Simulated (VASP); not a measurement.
# Bi (Fd-3m) in VASP: a series of runs

The runs below take Bi through single point, with PBEsol.

All numbers are computed with VASP 6.6.1; they aren't measurements. Logs are shortened: lines on timing, memory, paths and dates and some standing lists are left out, and cuts for length are marked.

## 1. The cell of the first run

It takes space group Fd-3m (No. 227, cubic). Conventional cell: a = 7.075 Å, b = 7.075 Å, c = 7.075 Å, α = 90.00°, β = 90.00°, γ = 90.00°. Within 4.0 Å of Bi (site symmetry -43m) lie 4 Bi at 3.06 Å.

This isn't the form of Bi at room conditions, which is rhombohedral.

## 2. Single point, PBEsol (44.26 Å³/atom)

Input file INCAR:

```
SYSTEM = Bi
  PREC = Accurate
  ENCUT = 520
  EDIFF = 1E-6
  ISMEAR = -1
  SIGMA = 0.1
  LREAL = .FALSE.
  LASPH = .TRUE.
  NELM = 80
  ALGO = Normal
  ISIF = 2
  LWAVE = .FALSE.
  LCHARG = .TRUE.
  GGA = PS
  LELF = .TRUE.
  LVHAR = .TRUE.
  NBANDS = 22
```

Input file KPOINTS:

```
regular mesh
0
G
  9 9 9
  0 0 0
```

Input file POSCAR:

```
Bi
1.0
    0.0000000000      3.5372869589      3.5372869589
    3.5372869589      0.0000000000      3.5372869589
    3.5372869589      3.5372869589      0.0000000000
Bi
2
Direct
    0.1250000000      0.1250000000      0.1250000000
    0.8750000000      0.8750000000      0.8750000000
```

Potentials or basis: VASP PAW PBE potentials, release 64 (Bi_d).

Started as:

```
cat potpaw_PBE.64/Bi_d/POTCAR > POTCAR
mpirun -np 1 vasp_std > vasp.out
```

OUTCAR:

```text
SYSTEM = Bi
   PREC = Accurate
   ENCUT = 520
   EDIFF = 1E-6
   ISMEAR = -1
   LREAL = .FALSE.
   LASPH = .TRUE.
   NELM = 80
   ISIF = 2
   GGA = PS

 ion  position               nearest neighbor table
   1  0.125  0.125  0.125-   2 3.06   2 3.06   2 3.06   2 3.06
   2  0.875  0.875  0.875-   1 3.06   1 3.06   1 3.06   1 3.06

  LATTYP: Found a face centered cubic cell.
 ALAT       =     7.0745739178

  Lattice vectors:

 A1 = (   0.0000000000,   3.5372869589,   3.5372869589)
 A2 = (   3.5372869589,   0.0000000000,   3.5372869589)
 A3 = (   3.5372869589,   3.5372869589,   0.0000000000)

Analysis of symmetry for initial positions (statically):
=====================================================================
 Subroutine PRICEL returns:
 Original cell was already a primitive cell.

 Routine SETGRP: Setting up the symmetry group for a
 face centered cubic supercell.

 Subroutine GETGRP returns: Found 48 space group operations
 (whereof 12 operations were pure point group operations)
 out of a pool of 48 trial point group operations.

The static configuration has the point symmetry D_3d.
 The point group associated with its full space group is O_h .

Analysis of symmetry for dynamics (positions and initial velocities):
=====================================================================
 Subroutine PRICEL returns:
 Original cell was already a primitive cell.

 Routine SETGRP: Setting up the symmetry group for a
 face centered cubic supercell.

 Subroutine GETGRP returns: Found 48 space group operations
 (whereof 12 operations were pure point group operations)
 out of a pool of 48 trial point group operations.

The dynamic configuration has the point symmetry D_3d.
 The point group associated with its full space group is O_h .

 Subroutine INISYM returns: Found 48 space group operations
 (whereof 12 operations are pure point group operations),
 and found     1 'primitive' translations

----------------------------------------------------------------------------------------

                                     Primitive cell

  volume of cell :      88.5199

  direct lattice vectors                    reciprocal lattice vectors
     0.000000000  3.537286959  3.537286959    -0.141351269  0.141351269  0.141351269
     3.537286959  0.000000000  3.537286959     0.141351269 -0.141351269  0.141351269
     3.537286959  3.537286959  0.000000000     0.141351269  0.141351269 -0.141351269
[... 80 lines left out ...]
   LSORBIT =      F    spin-orbit coupling
   LASPH  =      T    aspherical Exc in radial PAW
   ENCUT  =  520.0 eV  38.22 Ry    6.18 a.u.   9.30  9.30  9.30*2*pi/ulx,y,z
   NELM   =     80;   NELMIN=  2; NELMDL= -5     # of ELM steps
   EDIFF  = 0.1E-05   stopping-criterion for ELM
   LREAL  =      F    real-space projection
   EDIFFG = 0.1E-04   stopping-criterion for IOM
   NSW    =      0    number of steps for IOM
   IBRION =     -1    ionic relax: 0-MD 1-quasi-New 2-CG
   NFREE  =      0    steps in history (QN), initial steepest desc. (CG)
   ISIF   =      2    stress and relaxation
   ISYM   =      2    0-nonsym 1-usesym 2-fastsym
   POTIM  = 0.5000    time-step for ionic-motion
   TEBEG  =    0.0;   TEEND  =   0.0 temperature during run
   PSTRESS=    0.0 pullay stress
   NELECT =      30.0000    total number of electrons
   NUPDOWN=      -1.0000    fix difference up-down
   EMIN   =  10.00;   EMAX   =-10.00  energy-range for DOS
   EFERMI =   0.00;   METHOD = LEGACY
   ISMEAR =    -1;   SIGMA  =   0.10  broadening in eV -4-tet -1-fermi 0-gaus
   EFERMI_NEDOS =   21; number of points for ismear=-14 and -15
   IALGO  =     38    algorithm
   IMIX   =      4    mixing-type and parameters
     AMIX     =   0.40;   BMIX     =  1.00
     AMIX_MAG =   1.60;   BMIX_MAG =  1.00
  volume/ion in A,a.u.               =      44.26       298.68
  Fermi-wavevector in a.u.,A,eV,Ry     =   1.141392  2.156919 17.725350  1.302776
  Thomas-Fermi vector in A             =   2.278093
   LORBIT       =      0    0 simple, 1 ext, 2 COOP (PROOUT), +10 PAW based schemes
   GGA     = PS    functional components
   LHFCALC =     F    Hartree Fock is set to
   AEXX    =    0.0000 exact exchange contribution
   IVDW    =     0    specifies the selected vdW correction
   LEPSILON=     F    determine dielectric tensor
   LRPA    =     F    only Hartree local field effects (RPA)
 non-spin polarized calculation
  energy-cutoff  :      520.00
  volume of cell :       88.52
 maximum number of plane-waves:      2421
 NGX is ok and might be reduce to    40
   NGX = 19   NGY = 19   NGZ = 19

 number of electron      30.0000006 magnetization

 Free energy of the ion-electron system (eV)
  ---------------------------------------------------
  ext. energy  EPLUGINS =         0.00000000
  ---------------------------------------------------
  free energy    TOTEN  =        -8.06118265 eV

  energy without entropy =       -8.02070773  energy(sigma->0) =       -8.04094519

 E-fermi :   4.0989     XC(G=0):  -8.4399

 val. band max:        4.0861024169   @ k =  -0.4444   0.4444   0.0000
 cond. band min:       4.1081745489   @ k =   0.4444   0.3333   0.0000
 fundamental gap:      0.0220721320
 Fermi energy:         4.0989430163

 k-point     1 :       0.0000    0.0000    0.0000
  band No.  band energies     occupation
      1     -18.6717      2.00000
      2     -18.6717      2.00000
      3     -18.6717      2.00000
      4     -18.6195      2.00000
      5     -18.6195      2.00000
      6     -18.4074      2.00000
[... 589 lines left out ...]
     21      13.0196      0.00000
     22      13.1043      0.00000

 [... further k-points ...]

------------------------ aborting loop because EDIFF is reached ----------------------------------------

  FORCE on cell =-STRESS in cart. coord.  units (eV):
  Direction    XX          YY          ZZ          XY          YZ          ZX
  --------------------------------------------------------------------------------------
  -------------------------------------------------------------------------------------
  Total        0.7592404      0.7592404      0.7592404      0.0000000      0.0000000      0.0000000
  in kB       13.7419703     13.7419703     13.7419703      0.0000000      0.0000000      0.0000000
  external PRESSURE =      13.7419703 kB  Pullay stress =       0.0000000 kB

 VOLUME and BASIS-vectors are now :
 -----------------------------------------------------------------------------
  energy-cutoff  :      520.00
  volume of cell :       88.52
      direct lattice vectors                 reciprocal lattice vectors
     0.000000000  3.537286959  3.537286959    -0.141351269  0.141351269  0.141351269
     3.537286959  0.000000000  3.537286959     0.141351269 -0.141351269  0.141351269
     3.537286959  3.537286959  0.000000000     0.141351269  0.141351269 -0.141351269

 POSITION                                       TOTAL-FORCE (eV/Angst)
 -----------------------------------------------------------------------------------
      0.88432      0.88432      0.88432        -0.000000     -0.000000     -0.000000
      6.19025      6.19025      6.19025         0.000000      0.000000      0.000000
 -----------------------------------------------------------------------------------
    total drift:                                0.000000      0.000000     -0.000000

  FREE ENERGIE OF THE ION-ELECTRON SYSTEM (eV)
  ---------------------------------------------------
  free  energy   TOTEN  =        -8.0611826456 eV

  energy  without entropy=       -8.0207077307  energy(sigma->0) =       -8.04094519
```

Wall time 76 s (1 thread of Intel Xeon 8259CL, shared host); peak memory 0.25 GiB.

What came out:

| Item | Value |
| --- | --- |
| Free energy | -8.0612 eV |
| Pressure | 1.4 GPa |
| Band gap on the k mesh | zero (bands 15 and 16 overlap by 0.74 eV) |

Caveat: the PAW data sets were made with another functional, which shifts forces and pressure a little; spin-orbit coupling is left out, which moves the levels of the heavy elements.

## 3. Single point, PBEsol (46.10 Å³/atom)

This run uses another cell than the first one, of 46.10 Å³/atom.

Input file INCAR:

```
SYSTEM = Bi
PREC = Accurate
ENCUT = 520
EDIFF = 1E-6
ISMEAR = -1
SIGMA = 0.1
LREAL = .False.
LASPH = .True.
NELM = 60
ALGO = Normal
ISIF = 2
LWAVE = .False.
LCHARG = .True.
GGA = PS
LELF = .True.
LVHAR = .True.
NBANDS = 22
```

Input file KPOINTS:

```
regular mesh
0
Gamma
  9 9 9
  0 0 0
```

Input file POSCAR:

```
Bi
1.0
    0.0000000000      3.5857489667      3.5857489667
    3.5857489667      0.0000000000      3.5857489667
    3.5857489667      3.5857489667      0.0000000000
Bi
2
Direct
    0.1250000000      0.1250000000      0.1250000000
    0.8750000000      0.8750000000      0.8750000000
```

Potentials or basis: VASP PAW PBE potentials, release 64 (Bi_d).

Started as:

```
cat potpaw_PBE.64/Bi_d/POTCAR > POTCAR
mpirun -np 1 vasp_std > vasp.out
```

It took 80 s on 1 thread of Intel Xeon 8259CL, shared host; peak memory 0.26 GiB.

It converged, with:

```yaml
Free_energy: -8.0763 eV
Pressure: -0.1 GPa
Band_gap_on_the_k_mesh: zero (bands 15 and 16 overlap by 0.67 eV)
```

Levels at points of the mesh, in eV from the Fermi level:
```tsv
k point	band 12	band 13	band 14	band 15	band 16	band 17	band 18	band 19
(0.00, 0.00, 0.00)	-7.68	-1.29	-1.29	-1.29	0.92	0.92	0.92	3.23
```

Caveat: the PAW data sets were made with another functional, which shifts forces and pressure a little; spin-orbit coupling is left out, which moves the levels of the heavy elements.

## 4. Single point, PBEsol (47.95 Å³/atom)

This run uses another cell than the first one, of 47.95 Å³/atom.

Input file INCAR:

```
SYSTEM = Bi
PREC     = Accurate       ! precision mode
ENCUT    = 520            ! plane-wave cutoff, eV
EDIFF    = 1E-6           ! SCF threshold, eV
ISMEAR   = -1             ! smearing method
SIGMA    = 0.1            ! smearing width, eV
LREAL    = .FALSE.        ! projectors in reciprocal space
LASPH    = .TRUE.         ! aspherical terms in the spheres
NELM     = 60             ! most SCF steps
ALGO     = Normal         ! electronic algorithm
ISIF     = 2              ! what is computed and relaxed
LWAVE    = .FALSE.        ! write WAVECAR
LCHARG   = .FALSE.        ! write CHGCAR
GGA      = PS             ! functional
NBANDS   = 22             ! bands
```

Input file KPOINTS:

```
Automatic mesh
0
G
  9 9 9
  0 0 0
```

Input file POSCAR:

```
Bi
1.0
    0.0000000000      3.6329352854      3.6329352854
    3.6329352854      0.0000000000      3.6329352854
    3.6329352854      3.6329352854      0.0000000000
Bi
2
Direct
    0.1250000000      0.1250000000      0.1250000000
    0.8750000000      0.8750000000      0.8750000000
```

Potentials or basis: VASP PAW PBE potentials, release 64 (Bi_d).

Started as:

```
cat potpaw_PBE.64/Bi_d/POTCAR > POTCAR
mpirun -np 1 vasp_std > vasp.out
```

OUTCAR:

```text
SYSTEM = Bi
   PREC = Accurate
   ENCUT = 520
   EDIFF = 1E-6
   ISMEAR = -1
   LREAL = .FALSE.
   LASPH = .TRUE.
   NELM = 60
   ISIF = 2
   GGA = PS

 ion  position               nearest neighbor table
   1  0.125  0.125  0.125-   2 3.15   2 3.15   2 3.15   2 3.15
   2  0.875  0.875  0.875-   1 3.15   1 3.15   1 3.15   1 3.15

  LATTYP: Found a face centered cubic cell.
 ALAT       =     7.2658705708

  Lattice vectors:

[... 788 lines left out ...]

------------------------ aborting loop because EDIFF is reached ----------------------------------------

  FORCE on cell =-STRESS in cart. coord.  units (eV):
  Direction    XX          YY          ZZ          XY          YZ          ZX
  --------------------------------------------------------------------------------------
  -------------------------------------------------------------------------------------
  Total       -0.7322196     -0.7322196     -0.7322196      0.0000000      0.0000000      0.0000000
  in kB      -12.2334494    -12.2334494    -12.2334494      0.0000000      0.0000000      0.0000000
  external PRESSURE =     -12.2334494 kB  Pullay stress =       0.0000000 kB

 VOLUME and BASIS-vectors are now :
 -----------------------------------------------------------------------------
  energy-cutoff  :      520.00
  volume of cell :       95.90
      direct lattice vectors                 reciprocal lattice vectors
     0.000000000  3.632935285  3.632935285    -0.137629757  0.137629757  0.137629757
     3.632935285  0.000000000  3.632935285     0.137629757 -0.137629757  0.137629757
     3.632935285  3.632935285  0.000000000     0.137629757  0.137629757 -0.137629757

 POSITION                                       TOTAL-FORCE (eV/Angst)
 -----------------------------------------------------------------------------------
      0.90823      0.90823      0.90823        -0.000000     -0.000000     -0.000000
      6.35764      6.35764      6.35764         0.000000      0.000000      0.000000
 -----------------------------------------------------------------------------------
    total drift:                                0.000000      0.000000     -0.000000

  FREE ENERGIE OF THE ION-ELECTRON SYSTEM (eV)
  ---------------------------------------------------
  free  energy   TOTEN  =        -8.0614293242 eV

  energy  without entropy=       -8.0236025480  energy(sigma->0) =       -8.04251594
```

OSZICAR:

```text
N       E                     dE             d eps       ncg     rms          rms(c)
DAV:   1     0.297385723759E+03    0.29739E+03   -0.15774E+04  1540   0.148E+03
DAV:   2     0.175056111814E+02   -0.27988E+03   -0.27293E+03  1576   0.400E+02
DAV:   3    -0.717668439533E+01   -0.24682E+02   -0.24383E+02  1870   0.139E+02
DAV:   4    -0.804905892093E+01   -0.87237E+00   -0.87152E+00  1814   0.292E+01
DAV:   5    -0.809023561426E+01   -0.41177E-01   -0.41176E-01  2184   0.562E+00    0.113E+00
DAV:   6    -0.807118967502E+01    0.19046E-01   -0.19293E-02  1946   0.131E+00    0.661E-01
DAV:   7    -0.806107980216E+01    0.10110E-01   -0.19079E-02  1638   0.120E+00    0.107E-01
DAV:   8    -0.806134376989E+01   -0.26397E-03   -0.16133E-03  1780   0.383E-01    0.338E-02
DAV:   9    -0.806142867364E+01   -0.84904E-04   -0.11332E-04  1802   0.643E-02    0.147E-02
DAV:  10    -0.806142932419E+01   -0.65056E-06   -0.98239E-06  1832   0.287E-02
   1 F= -.80614293E+01 E0= -.80425159E+01  d E =-.378268E-01
```

stdout:

```text
POSCAR found type information on POSCAR Bi
 POSCAR found :  1 types and       2 ions
 scaLAPACK will be used
 -----------------------------------------------------------------------------
|                                                                             |
|                                                                             |
|     You enforced a specific xc type in the INCAR file but a different       |
|     I HOPE YOU KNOW WHAT YOU ARE DOING!                                     |
|                                                                             |
 -----------------------------------------------------------------------------

 LDA part: xc-table for (Slater+PW92), standard interpolation
 POSCAR, INCAR and KPOINTS ok, starting setup
 FFT: planning ... GRIDC
 FFT: planning ... GRID_SOFT
 FFT: planning ... GRID
 WAVECAR not read
 entering main loop
```

Wall time 92 s (1 thread of Intel Xeon 8259CL, shared host); peak memory 0.25 GiB.

Results:

```
Free energy            : -8.0614 eV
Pressure               : -1.2 GPa
Band gap on the k mesh : zero (bands 15 and 16 overlap by 0.60 eV)
```

Caveat: the PAW data sets were made with another functional, which shifts forces and pressure a little; spin-orbit coupling is left out, which moves the levels of the heavy elements.

## 5. Single point, PBEsol (49.79 Å³/atom)

This run uses another cell than the first one, of 49.79 Å³/atom.

Input file INCAR:

```
SYSTEM = Bi
PREC     = Accurate       ! precision mode
ENCUT    = 520            ! plane-wave cutoff, eV
EDIFF    = 1E-6           ! SCF threshold, eV
ISMEAR   = -1             ! smearing method
SIGMA    = 0.1            ! smearing width, eV
LREAL    = .False.        ! projectors in reciprocal space
LASPH    = .True.         ! aspherical terms in the spheres
NELM     = 100            ! most SCF steps
ALGO     = Normal         ! electronic algorithm
ISIF     = 2              ! what is computed and relaxed
LWAVE    = .False.        ! write WAVECAR
LCHARG   = .False.        ! write CHGCAR
GGA      = PS             ! functional
NBANDS   = 22             ! bands
```

Input file KPOINTS:

```
regular mesh
0
Gamma
  9 9 9
  0 0 0
```

Input file POSCAR:

```
Bi
1.0
    0.0000000000      3.6789266903      3.6789266903
    3.6789266903      0.0000000000      3.6789266903
    3.6789266903      3.6789266903      0.0000000000
Bi
2
Direct
    0.1250000000      0.1250000000      0.1250000000
    0.8750000000      0.8750000000      0.8750000000
```

Started as:

```
cat potpaw_PBE.64/Bi_d/POTCAR > POTCAR
mpirun -np 1 vasp_std > vasp.out
```

Wall time 2.2 min (1 thread of Intel Xeon 8259CL, shared host); peak memory 0.26 GiB.

Results (log left out):

| Quantity | Value |
| --- | --- |
| Free energy | -8.0225 eV |
| Pressure | -2.2 GPa |
| Band gap on the k mesh | zero (bands 15 and 16 overlap by 0.54 eV) |

Levels at points of the mesh, in eV from the Fermi level:
| k point | band 12 | band 13 | band 14 | band 15 | band 16 | band 17 | band 18 | band 19 |
| --- | --- | --- | --- | --- | --- | --- | --- | --- |
| (0.00, 0.00, 0.00) | -7.95 | -1.21 | -1.21 | -1.21 | 0.92 | 0.92 | 0.92 | 3.25 |

Caveat: the PAW data sets were made with another functional, which shifts forces and pressure a little; spin-orbit coupling is left out, which moves the levels of the heavy elements.

(Part 1 of 2 ends here.)

The gap in the log of VASP goes by the Fermi energy; the results here count the filled bands.